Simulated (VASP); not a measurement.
# PtS2 (P-3m1) in VASP: further runs

PtS2 is run at these levels: PBE; tasks: relaxation of cell and atoms, relaxation of shape and atoms at fixed volume.

Everything below comes from runs of VASP 6.6.1. Logs are shortened: lines on timing, memory, paths and dates and some standing lists are left out, and cuts for length are marked.

### 1 The cell of the first run

Symmetry: P-3m1, No. 164, trigonal system. Conventional cell: a = 3.577 Å, b = 3.577 Å, c = 6.483 Å, α = 90.00°, β = 90.00°, γ = 120.00°. Pt (site symmetry -3m) has 6 S at 2.40 Å within 3.2 Å. S (site symmetry 3m) has 3 Pt at 2.40 Å and 3 S at 3.21 Å within 3.3 Å.

### 2 Relaxation of cell and atoms, PBE

Contents of INCAR:

```
PREC = Accurate
ENCUT = 600
EDIFF = 1E-7
ISMEAR = 0
SIGMA = 0.02
LREAL = F
LASPH = T
NELM = 100
ALGO = Normal
ISIF = 3
LWAVE = F
LCHARG = F
GGA = PE
IBRION = 2
NSW = 100
EDIFFG = -0.005
```

Contents of KPOINTS:

```
Automatic mesh
0
Gamma
  12 12 4
```

Contents of POSCAR:

```
PtS2
1.0
    3.5766342997      0.0000000000      0.0000000000
   -1.7883171498      3.0974561636      0.0000000000
    0.0000000000      0.0000000000      6.4831514405
Pt S
1 2
Direct
    0.0000000000      0.0000000000      0.0000000000
    0.3333333333      0.6666666667      0.1893322439
    0.6666666667      0.3333333333      0.8106677561
```

Potentials or basis: VASP PAW PBE potentials, release 64 (Pt, S).

Launch:

```bash
$ cat potpaw_PBE.64/Pt/POTCAR potpaw_PBE.64/S/POTCAR > POTCAR
$ mpirun -np 1 vasp_std > vasp.out
```

OUTCAR:

```text
PREC = Accurate
   ENCUT = 600
   EDIFF = 1E-7
   ISMEAR = 0
   LREAL = F
   LASPH = T
   NELM = 100
   ISIF = 3
   GGA = PE
   IBRION = 2
   NSW = 100
   EDIFFG = -0.005

 ion  position               nearest neighbor table
   1  0.000  0.000  0.000-   2 2.40   3 2.40   2 2.40   3 2.40   3 2.40   2 2.40
   2  0.333  0.667  0.189-   1 2.40   1 2.40   1 2.40
   3  0.667  0.333  0.811-   1 2.40   1 2.40   1 2.40

  LATTYP: Found a hexagonal cell.
 ALAT       =     3.5766342997
 C/A-ratio  =     1.8126402918

  Lattice vectors:

 A1 = (   3.5766342997,   0.0000000000,   0.0000000000)
 A2 = (  -1.7883171498,   3.0974561636,   0.0000000000)
 A3 = (   0.0000000000,   0.0000000000,   6.4831514405)

Analysis of symmetry for initial positions (statically):
=====================================================================
 Subroutine PRICEL returns:
 Original cell was already a primitive cell.

 Routine SETGRP: Setting up the symmetry group for a
 hexagonal supercell.

 Subroutine GETGRP returns: Found 12 space group operations
 (whereof 12 operations were pure point group operations)
 out of a pool of 24 trial point group operations.

The static configuration has the point symmetry D_3d.

Analysis of symmetry for dynamics (positions and initial velocities):
=====================================================================
 Subroutine PRICEL returns:
 Original cell was already a primitive cell.

 Routine SETGRP: Setting up the symmetry group for a
 hexagonal supercell.

 Subroutine GETGRP returns: Found 12 space group operations
 (whereof 12 operations were pure point group operations)
 out of a pool of 24 trial point group operations.

The dynamic configuration has the point symmetry D_3d.

 Subroutine INISYM returns: Found 12 space group operations
 (whereof 12 operations are pure point group operations),
 and found     1 'primitive' translations

----------------------------------------------------------------------------------------

                                     Primitive cell

  volume of cell :      71.8234

  direct lattice vectors                    reciprocal lattice vectors
     3.576634300  0.000000000  0.000000000     0.279592465  0.161422785  0.000000000
    -1.788317150  3.097456164  0.000000000     0.000000000  0.322845570  0.000000000
     0.000000000  0.000000000  6.483151441     0.000000000  0.000000000  0.154245973

  length of vectors
     3.576634300  3.576634300  6.483151441     0.322845570  0.322845570  0.154245973

  position of ions in fractional coordinates (direct lattice)
     0.000000000  0.000000000  0.000000000
     0.333333333  0.666666667  0.189332244
     0.666666667  0.333333333  0.810667756

  ion indices of the primitive-cell ions
   primitive index   ion index
                 1           1
                 2           2
                 3           3

----------------------------------------------------------------------------------------

 KPOINTS: Automatic mesh

Automatic generation of k-mesh.
 Grid dimensions read from file:
 generate k-points for:   12   12    4

 Generating k-lattice:

  Cartesian coordinates                     Fractional coordinates (reciprocal lattice)
     0.023299372  0.013451899  0.000000000     0.083333333  0.000000000  0.000000000
     0.000000000  0.026903797  0.000000000     0.000000000  0.083333333  0.000000000
     0.000000000  0.000000000  0.038561493     0.000000000  0.000000000  0.250000000

  Length of vectors
     0.026903797  0.026903797  0.038561493

  Shift w.r.t. Gamma in fractional coordinates (k-lattice)
     0.000000000  0.000000000  0.000000000

 Subroutine IBZKPT returns following result:
 ===========================================

 Found     69 irreducible k-points:

 Following reciprocal coordinates:
            Coordinates               Weight
  0.000000  0.000000  0.000000      1.000000
  0.083333  0.000000  0.000000      6.000000
  0.166667  0.000000  0.000000      6.000000
  0.250000 -0.000000  0.000000      6.000000
  0.333333  0.000000  0.000000      6.000000
  0.416667  0.000000  0.000000      6.000000
[... 16 lines left out ...]
  0.166667  0.000000  0.250000      6.000000
  0.000000  0.166667  0.250000      6.000000
 [... further k-points ...]
   k-points           NKPTS =     69   k-points in BZ     NKDIM =     69   number of bands    NBANDS=     15
   number of dos      NEDOS =    301   number of ions     NIONS =      3
   total plane-waves  NPLWV =  48600
   dimension x,y,z NGX =    30 NGY =   30 NGZ =   54
   dimension x,y,z NGXF=    60 NGYF=   60 NGZF=  108
   ions per type =               1   2
   NGX,Y,Z   is equivalent  to a cutoff of  13.94, 13.94, 13.85 a.u.
   NGXF,Y,Z  is equivalent  to a cutoff of  27.89, 27.89, 27.69 a.u.
 SYSTEM =  unknown system
   PREC   = accura    normal or accurate (medium, high low for compatibility)
   ISTART =      0    job   : 0-new  1-cont  2-samecut
   ICHARG =      2    charge: 1-file 2-atom 10-const
[... 59 lines left out ...]

  FORCE on cell =-STRESS in cart. coord.  units (eV):
  Direction    XX          YY          ZZ          XY          YZ          ZX
  --------------------------------------------------------------------------------------
  -------------------------------------------------------------------------------------
  Total       -0.1594587     -0.1594587     -0.0955291     -0.0000000     -0.0000000      0.0000000
  in kB       -3.5570750     -3.5570750     -2.1309842     -0.0000000     -0.0000000      0.0000000
  external PRESSURE =      -3.0817114 kB  Pullay stress =       0.0000000 kB

 VOLUME and BASIS-vectors are now :
 -----------------------------------------------------------------------------
  energy-cutoff  :      600.00
  volume of cell :       71.82
      direct lattice vectors                 reciprocal lattice vectors
     3.576634300  0.000000000  0.000000000     0.279592465  0.161422785  0.000000000
    -1.788317150  3.097456164  0.000000000     0.000000000  0.322845570  0.000000000
     0.000000000  0.000000000  6.483151441     0.000000000  0.000000000  0.154245973
[... 38 lines left out ...]
 POSITION                                       TOTAL-FORCE (eV/Angst)
 -----------------------------------------------------------------------------------
      3.56746     -0.00000      0.00000         0.000000     -0.000000      0.000000
     -0.00000      2.05968      1.22381        -0.000000     -0.000000      0.072064
      1.78373      1.02984      5.24938         0.000000      0.000000     -0.072064
 -----------------------------------------------------------------------------------
    total drift:                                0.000000     -0.000000      0.000000

  FREE ENERGIE OF THE ION-ELECTRON SYSTEM (eV)
  ---------------------------------------------------
  free  energy   TOTEN  =       -15.4657118818 eV

  energy  without entropy=      -15.4657118818  energy(sigma->0) =      -15.46571188

--------------------------------------- Ionic step        3  -------------------------------------------

 number of electron      22.0000003 magnetization

 Free energy of the ion-electron system (eV)
  ---------------------------------------------------
  ext. energy  EPLUGINS =         0.00000000
  ---------------------------------------------------
  free energy    TOTEN  =       -15.46627478 eV

  energy without entropy =      -15.46627478  energy(sigma->0) =      -15.46627478

 E-fermi :   3.2664     XC(G=0):  -8.9042

 val. band max:        3.1271038587   @ k =   0.1667   0.1667   0.0000
 cond. band min:       4.6275969623   @ k =   0.0000   0.2500   0.2500
 fundamental gap:      1.5004931036
 Fermi energy:         3.2663591692

 k-point     1 :       0.0000    0.0000    0.0000
  band No.  band energies     occupation
      1     -10.9887      2.00000
      2      -8.7300      2.00000
      3      -2.5291      2.00000
      4      -2.5291      2.00000
      5      -2.2658      2.00000
      6       0.1566      2.00000
      7       0.1566      2.00000
      8       2.0889      2.00000
      9       2.7125      2.00000
     10       2.7242      2.00000
     11       2.7242      2.00000
     12       6.1836      0.00000
     13       6.1836      0.00000
     14       8.4429      0.00000
     15       9.0700      0.00000
[... 397 lines left out ...]
 k-point    24 :       0.0000    0.1667    0.2500
  band No.  band energies     occupation
      1     -10.6476      2.00000
      2      -8.8367      2.00000
      3      -2.4798      2.00000
      4      -2.3293      2.00000
      5      -1.8557      2.00000
      6      -0.4143      2.00000
      7      -0.0604      2.00000
      8       1.2712      2.00000
      9       2.6614      2.00000
     10       2.7866      2.00000
     11       3.1135      2.00000
     12       5.0159      0.00000
     13       5.8446      0.00000
     14       9.7558      0.00000
     15       9.8712      0.00000

 [... further k-points ...]

------------------------ aborting loop because EDIFF is reached ----------------------------------------

  FORCE on cell =-STRESS in cart. coord.  units (eV):
  Direction    XX          YY          ZZ          XY          YZ          ZX
  --------------------------------------------------------------------------------------
  -------------------------------------------------------------------------------------
  Total       -0.0010426     -0.0010426      0.0078665     -0.0000000      0.0000000      0.0000000
  in kB       -0.0233177     -0.0233177      0.1759282     -0.0000000      0.0000000      0.0000000
  external PRESSURE =       0.0430976 kB  Pullay stress =       0.0000000 kB

 VOLUME and BASIS-vectors are now :
 -----------------------------------------------------------------------------
  energy-cutoff  :      600.00
  volume of cell :       71.64
      direct lattice vectors                 reciprocal lattice vectors
     3.573128647 -0.000000000  0.000000000     0.279866778  0.161581159  0.000000000
    -1.786564323  3.094420179 -0.000000000     0.000000000  0.323162319  0.000000000
     0.000000000 -0.000000000  6.479344573    -0.000000000 -0.000000000  0.154336598

 POSITION                                       TOTAL-FORCE (eV/Angst)
 -----------------------------------------------------------------------------------
     -0.00000     -0.00000      6.47934         0.000000      0.000000      0.000000
     -0.00000      2.06295      1.22607        -0.000000     -0.000000      0.004252
      1.78656      1.03147      5.25327         0.000000      0.000000     -0.004252
 -----------------------------------------------------------------------------------
    total drift:                                0.000000     -0.000000     -0.000000

  FREE ENERGIE OF THE ION-ELECTRON SYSTEM (eV)
  ---------------------------------------------------
  free  energy   TOTEN  =       -15.4662747826 eV

  energy  without entropy=      -15.4662747826  energy(sigma->0) =      -15.46627478

 reached required accuracy - stopping structural energy minimisation
```

Run time: 2 min. Hardware: 1 thread of Intel Xeon 6975P-C (Granite Rapids), shared host; peak memory 0.29 GiB.

What came out:

| Property | Result |
| --- | --- |
| Free energy | -15.4663 eV |
| Relaxed volume | 23.88 Å³/atom |
| Relaxed cell | a = 3.573 Å, b = 3.573 Å, c = 6.479 Å, α = 90.00°, β = 90.00°, γ = 120.00° |
| Space group after relaxing (to 0.1 Å) | P-3m1 (No. 164) |
| Energy gained by relaxing | 0.1 meV/atom |
| Ionic steps | 3 |
| Pressure after relaxing | 0.0 GPa |
| Largest force after relaxing | 0.004 eV/Å |
| Band gap on the k mesh | 1.50 eV (least direct gap 1.58 eV) |

Forces in eV/Å, atoms in the order of the input:
```
Pt   0.000  0.000  0.000
S    0.000  0.000  0.004
S    0.000  0.000 -0.004
```

Step by step:
| step | energy change (eV) | largest force (eV/Å) | pressure (GPa) | volume (Å³) |
| --- | --- | --- | --- | --- |
| 1 | 0.0000 | 0.0369 | -0.31 | 71.82 |
| 2 | 0.0004 | 0.0721 | 0.51 | 71.35 |
| 3 | -0.0002 | 0.0043 | 0.00 | 71.64 |

Final structure:
```
Pt S
1.0
     3.57313    0.00000    0.00000
    -1.78656    3.09442    0.00000
     0.00000    0.00000    6.47934
Pt S
1 2
Cartesian
  0.0000 0.0000 6.4793
  0.0000 2.0629 1.2261
  1.7866 1.0315 5.2533
```

Caveat: spin-orbit coupling is left out, which moves the levels of the heavy elements; this functional lacks dispersion, which binds layers or chains, so the pressure and a relaxed spacing across them are unreliable.

### 3 Relaxation of shape and atoms at fixed volume, PBE (24.66 Å³/atom)

This run uses another cell than the first one, of 24.66 Å³/atom.

Contents of INCAR:

```
PREC = Accurate ; ENCUT = 600
EDIFF = 1E-6 ; ISMEAR = 0
SIGMA = 0.02 ; LREAL = F
LASPH = T ; NELM = 100
ALGO = Normal ; ISIF = 4
LWAVE = F ; LCHARG = F
GGA = PE ; IBRION = 2
NSW = 50 ; EDIFFG = -0.01
```

KPOINTS is that of step 2.

Contents of POSCAR:

```
PtS2
1.0
    3.6120488237      0.0000000000      0.0000000000
   -1.8060244118      3.1281260410      0.0000000000
    0.0000000000      0.0000000000      6.5473452336
Pt S
1 2
Direct
    0.0000000000      0.0000000000      0.0000000000
    0.3333333333      0.6666666667      0.1893322439
    0.6666666667      0.3333333333      0.8106677561
```

Potentials or basis: VASP PAW PBE potentials, release 64 (Pt, S).

Launch:

```bash
$ cat potpaw_PBE.64/Pt/POTCAR potpaw_PBE.64/S/POTCAR > POTCAR
$ mpirun -np 1 vasp_std > vasp.out
```

Wall time 3.4 min (1 thread of Intel Xeon 6975P-C (Granite Rapids), shared host); peak memory 0.28 GiB.

It converged, with:

```yaml
Free_energy: -15.4660 eV
Energy_gained_by_relaxing: 7.7 meV/atom
Ionic_steps: 6
Pressure_after_relaxing: 0.0 GPa
Band_gap_on_the_k_mesh: 1.55 eV (least direct gap 1.64 eV)
```

Step by step:
```csv
step,energy change (eV),largest force (eV/Å),pressure (GPa),volume (Å³)
1,0.0000,0.4048,-3.08,73.98
2,-0.0154,0.1983,-1.79,73.98
3,-0.0217,0.0419,-0.30,73.98
4,-0.0217,0.0553,-0.23,73.98
5,-0.0229,0.0230,-0.09,73.98
6,-0.0231,0.0013,-0.01,73.98
```

Final structure:
```
Pt S
1.0
     3.57237    0.00000    0.00000
    -1.78618    3.09376    0.00000
     0.00000    0.00000    6.69362
Pt S
1 2
Cartesian
  0.0000 0.0000 0.0000
  0.0000 2.0625 1.2269
  1.7862 1.0313 5.4667
```

Levels at points of the mesh, in eV from the valence-band top:
```
           k point  band 7  band 8  band 9  band 10  band 11  band 12  band 13  band 14  band 15
(0.00, 0.00, 0.00)   -2.94   -0.99   -0.46    -0.37    -0.37     3.09     3.09     5.27     5.98
(0.50, 0.00, 0.00)   -2.27   -2.20   -2.12    -1.76    -1.58     2.64     2.91     5.54     6.79
(0.00, 0.00, 0.50)   -2.94   -1.03   -0.78    -0.38    -0.38     3.11     3.11     5.88     6.83
(0.50, 0.00, 0.50)   -2.27   -2.22   -2.10    -1.80    -1.37     2.74     2.86     5.38     6.52
```

Caveat: spin-orbit coupling is left out, which moves the levels of the heavy elements; this functional lacks dispersion, which binds layers or chains, so the pressure and a relaxed spacing across them are unreliable. A k mesh can miss the band edges.

### 4 Relaxation of shape and atoms at fixed volume, PBE (25.38 Å³/atom)

This run uses another cell than the first one, of 25.38 Å³/atom.

Contents of INCAR:

```
ALGO = Normal ; EDIFF = 1E-6
EDIFFG = -0.01 ; ENCUT = 600
GGA = PE ; IBRION = 2
ISIF = 4 ; ISMEAR = 0
LASPH = True ; LCHARG = False
LREAL = False ; LWAVE = False
NELM = 60 ; NSW = 50
PREC = Accurate ; SIGMA = 0.02
```

Contents of KPOINTS:

```
k-points
0
Gamma
  12 12 4
```

Contents of POSCAR:

```
PtS2
1.0
    3.6141232352      0.0000000000      0.0000000000
   -1.8070616176      3.1299225341      0.0000000000
    0.0000000000      0.0000000000      6.7303119090
Pt S
1 2
Direct
    0.0000000000      0.0000000000      0.0000000000
    0.3333333333      0.6666666667      0.1838553634
    0.6666666667      0.3333333333      0.8161446366
```

Launch:

```bash
$ cat potpaw_PBE.64/Pt/POTCAR potpaw_PBE.64/S/POTCAR > POTCAR
$ mpirun -np 1 vasp_std > vasp.out
```

Run time: 3.2 min. Hardware: 1 thread of Intel Xeon 6975P-C (Granite Rapids), shared host; peak memory 0.29 GiB.

It converged, with:

```yaml
Free_energy: -15.4655 eV
Energy_gained_by_relaxing: 7.7 meV/atom
Ionic_steps: 7
Pressure_after_relaxing: -0.1 GPa
Band_gap_on_the_k_mesh: 1.59 eV (least direct gap 1.69 eV)
```

Step by step:
```tsv
step	energy change (eV)	largest force (eV/Å)	pressure (GPa)	volume (Å³)
1	0.0000	0.3906	-3.00	76.13
2	-0.0152	0.1938	-1.77	76.13
3	-0.0218	0.0488	-0.26	76.13
4	-0.0218	0.0594	-0.20	76.13
5	-0.0229	0.0232	-0.08	76.13
6	-0.0230	0.0143	0.01	76.13
7	-0.0231	0.0012	-0.06	76.13
```

Final structure:
```
Pt S
1.0
     3.57248    0.00000    0.00000
    -1.78624    3.09386    0.00000
     0.00000    0.00000    6.88813
Pt S
1 2
Direct
  0.00000 0.00000 0.00000
  0.33333 0.66667 0.17813
  0.66667 0.33333 0.82187
```

Levels at points of the mesh, in eV from the valence-band top:
```csv
k point,band 8,band 9,band 10,band 11,band 12,band 13,band 14,band 15
"(0.00, 0.00, 0.00)",-0.95,-0.50,-0.36,-0.36,3.11,3.11,5.23,6.01
"(0.50, 0.00, 0.00)",-2.18,-2.09,-1.74,-1.53,2.68,2.92,5.54,6.79
"(0.00, 0.00, 0.50)",-0.96,-0.78,-0.36,-0.36,3.13,3.13,5.87,6.77
"(0.50, 0.00, 0.50)",-2.20,-2.08,-1.78,-1.38,2.75,2.89,5.40,6.56
```

Caveat: spin-orbit coupling is left out, which moves the levels of the heavy elements; this functional lacks dispersion, which binds layers or chains, so the pressure and a relaxed spacing across them are unreliable. A k mesh can miss the band edges.

### 5 Overview

| task | cell | gap on the mesh (eV) | pressure (GPa) | relaxed volume (Å³/atom) |
| --- | --- | --- | --- | --- |
| relaxation of cell and atoms | relaxed from a = 3.577, b = 3.577, c = 6.483 Å, angles 90.0, 90.0, 120.0°, 3 atoms, atomic positions A | 1.50 | 0.0 | 23.88 |
| relaxation of shape and atoms at fixed volume | relaxed from a = 3.612, b = 3.612, c = 6.547 Å, angles 90.0, 90.0, 120.0°, 3 atoms, atomic positions A | 1.55 | 0.0 | 24.66 |
| relaxation of shape and atoms at fixed volume | relaxed from a = 3.614, b = 3.614, c = 6.730 Å, angles 90.0, 90.0, 120.0°, 3 atoms, atomic positions B | 1.59 | -0.1 | 25.38 |

Alike in all rows: level PBE; potentials or basis VASP PAW PBE potentials, release 64 (Pt, S); no spin polarisation; k mesh 12 × 12 × 4; cutoff (eV) 600; smearing gaussian 0.02 eV.

Caveats: spin-orbit coupling is left out, which moves the levels of the heavy elements; this functional lacks dispersion, which binds layers or chains, so the pressure and a relaxed spacing across them are unreliable.

Total energies depend on the potentials used, so only differences within one code and one set of settings carry meaning.
